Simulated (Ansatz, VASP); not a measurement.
One calculation of LiF, two programs

```
Li F
1.0
     2.94959    0.00000    0.00000
    -1.47479    2.55442    0.00000
     0.00000    0.00000    4.75945
Li F
2 2
Direct
  0.33333 0.66667 0.38398
  0.66667 0.33333 0.88398
  0.33333 0.66667 0.99102
  0.66667 0.33333 0.49102
```

Alike in both runs: task single point; functional LDA; k mesh 9 × 9 × 6; occupations gaussian, width 0.05 eV; no spin polarisation.

```csv
,VASP,Ansatz
version,VASP 6.6.1,Ansatz 0.2.0
potentials or method,"VASP PAW LDA potentials, release 64 (Li_sv, F), cutoff 520 eV","scalar-relativistic, plane waves, PAW"
valence electrons in the cell,20,20
```

Ansatz gave:

```
gap on the k mesh at the Fermi level (eV) : 8.08
least direct gap on the mesh (eV)         : 8.08
rms of the force components (eV/Å)        : 0.126
```

Q: What did VASP give for the same quantities?

A: gap on the k mesh at the Fermi level (eV): 8.06; least direct gap on the mesh (eV): 8.06; rms of the force components (eV/Å): 0.127.

LDA's correlation is that of Perdew and Zunger in VASP and of Perdew and Wang (1992) in Ansatz. Atom by atom the forces differ by 0.001 eV/Å (rms over components).

Noted on VASP's run: the cutoff is under 1.25 times that of the potentials, so the pressure is a little rough.
